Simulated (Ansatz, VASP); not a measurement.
# One calculation of Rh, two programs

INCAR

```
PREC = Accurate
ENCUT = 520
EDIFF = 1E-8
ISMEAR = -1
SIGMA = 0.05
LREAL = False
LASPH = True
NELM = 80
ALGO = Normal
ISIF = 2
LWAVE = False
LCHARG = False
GGA = CA
LEFG = True
NBANDS = 14
```

Contents of KPOINTS:

```
Automatic mesh
0
Gamma
  18 18 18
```

Contents of POSCAR:

```
Rh
1.0
    0.0000000000      1.8644691979      1.8644691979
    1.8644691979      0.0000000000      1.8644691979
    1.8644691979      1.8644691979      0.0000000000
Rh
1
Direct
    0.0000000000      0.0000000000      0.0000000000
```

Input for Ansatz:

```yaml
crystal:
  lattice:
    - [0.0, 1.8644691979, 1.8644691979]
    - [1.8644691979, 0.0, 1.8644691979]
    - [1.8644691979, 1.8644691979, 0.0]
  atoms:
    - { symbol: Rh, position: [0.0, 0.0, 0.0] }
kpoints:
  mp_grid: { grid: [18, 18, 18] }
scf:
  occupations: { method: fermi_dirac, width: 0.05 }
hamiltonian:
  xc: lda
  pseudopotentials: { kind: paw }
output:
  forces: true
  stress: true
  eigenvalues: true
  efg: { contact_densities: true }
  write_density: true
  write_potential: true
  elf: true
  volumetric_format: npy
```

Change from the starting cell: volume scaled by 0.9405, PAW files.

Alike in both runs: task electric field gradients; functional LDA; k mesh 18 × 18 × 18; occupations fermi-dirac, width 0.05 eV; no spin polarisation.

|  | VASP | Ansatz |
| --- | --- | --- |
| version | VASP 6.6.1 | Ansatz 0.2.0 |
| potentials or method | VASP PAW LDA potentials, release 64 (Rh_pv) | PAW with Ansatz's default frozen-core files, scalar-relativistic |
| plane-wave cutoff (eV) | 520 | 420 |
| valence electrons in the cell | 15 | 17 |

VASP gave:

* pressure (GPa): 7.7

Task: Estimate Ansatz's values.

Result: Pressure (GPa): 6.7.

LDA's correlation is that of Perdew and Zunger in VASP and of Perdew and Wang (1992) in Ansatz. VASP's potentials hold 15 valence electrons a cell and Ansatz's 17, so a difference there can come from the potentials and not from the codes.
